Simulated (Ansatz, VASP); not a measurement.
## Mo: VASP beside Ansatz

File INCAR:

```
  PREC = Accurate
  ENCUT = 520
  EDIFF = 1E-6
  ISMEAR = 0
  SIGMA = 0.15
  LREAL = False
  LASPH = True
  NELM = 100
  ALGO = Fast
  ISIF = 2
  LWAVE = False
  LCHARG = False
  GGA = PS
  NBANDS = 13
```

Contents of KPOINTS:

```
regular mesh
0
Gamma
  18 18 18
```

File POSCAR:

```
Mo
1.0
    2.8312532611      0.0000000000      0.0000000000
   -1.4156266306      2.3690214963      0.0000000000
    0.0000000000      0.0000000000      2.5551807000
Mo
1
Direct
    0.0000000000      0.0000000000      0.5000000000
```

Input for Ansatz:

```yaml
crystal:
  lattice:
    - [2.8312532611, 0.0, 0.0]
    - [-1.4156266306, 2.3690214963, 0.0]
    - [0.0, 0.0, 2.5551807]
  atoms:
    - { symbol: Mo, position: [0.0, 0.0, 0.5] }
basis:
  ecutwfc: 420
kpoints:
  mp_grid: { grid: [18, 18, 18] }
hamiltonian:
  xc: pbesol
scf:
  occupations: { method: gaussian, width: 0.15 }
output:
  forces: true
  stress: true
  eigenvalues: true
  write_density: true
  write_potential: true
  elf: true
  volumetric_format: npy
```

Change from the starting cell: strain +0.0350 x Voigt [1, 0, 0, 0, 0, 0], atoms carried along.

Alike in both runs: task single point; functional PBEsol; k mesh 18 × 18 × 18; occupations gaussian, width 0.15 eV; no spin polarisation.

|  | VASP | Ansatz |
| --- | --- | --- |
| version | VASP 6.6.1 | Ansatz 0.2.0 |
| potentials or method | VASP PAW PBE potentials, release 64 (Mo_sv), cutoff 520 eV | scalar-relativistic, plane waves, PAW |
| valence electrons in the cell | 14 | 14 |

Ansatz gave:

```
gap on the k mesh at the Fermi level (eV)                     : none
pressure (GPa)                                                : -10.5
traceless stress, the component that is largest in VASP (GPa) : 2.68
```

Question: What did VASP give for the same quantities?

Answer: gap on the k mesh at the Fermi level (eV): none; pressure (GPa): -10.0; traceless stress, the component that is largest in VASP (GPa): 2.61.

VASP's potentials were made for PBE, not for PBEsol. A gap of «none» marks a metal or a gap that the smearing closes. The functional is the same, so the differences come from potentials, cutoffs and numerics.
